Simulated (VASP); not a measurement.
**Al: single point with PBE**

Crystal: Al.

```
CELL_PARAMETERS angstrom
2.68542 0.00000 0.00000
0.00000 2.68542 0.00000
0.00000 0.00000 2.85211
ATOMIC_POSITIONS crystal
Al 0.00000 0.00000 0.50000
```

```
Program             : VASP 6.6.1
Task                : single point
Functional          : PBE
Potentials or basis : VASP PAW PBE potentials, release 64 (Al)
Cutoff              : 520 eV
k mesh              : 6 × 6 × 6
Occupations         : gaussian, width 0.1 eV
Spin                : no spin polarisation
```

The pressure is 0.2 GPa.

Stress tensor (GPa, compression positive):
```
0.14 0.00 0.00
0.00 0.14 0.00
0.00 0.00 0.33
```

Levels at points of the mesh, in eV from the Fermi level:
```tsv
k point	band 1	band 2	band 3	band 4	band 5	band 6	band 7
(0.00, 0.00, 0.00)	-9.38	7.46	7.54	8.43	9.82	9.82	15.34
(0.50, 0.00, 0.00)	-4.82	-3.89	10.48	11.23	12.82	13.54	14.80
(0.50, 0.50, 0.00)	-0.19	-0.19	0.38	2.44	14.95	15.63	15.63
(0.00, 0.00, 0.50)	-5.69	-4.06	10.48	12.75	12.75	14.82	14.82
(0.50, 0.00, 0.50)	-0.91	-0.62	-0.29	2.25	16.50	16.90	17.62
(0.50, 0.50, 0.50)	2.65	2.65	3.36	5.29	5.84	5.84	6.68
```

Wall time 6.3 s on 1 thread of AMD EPYC 7R13, on a shared host, peak memory 0.09 GiB.

Caveat: the k points lie up to 0.39 Å⁻¹ apart.
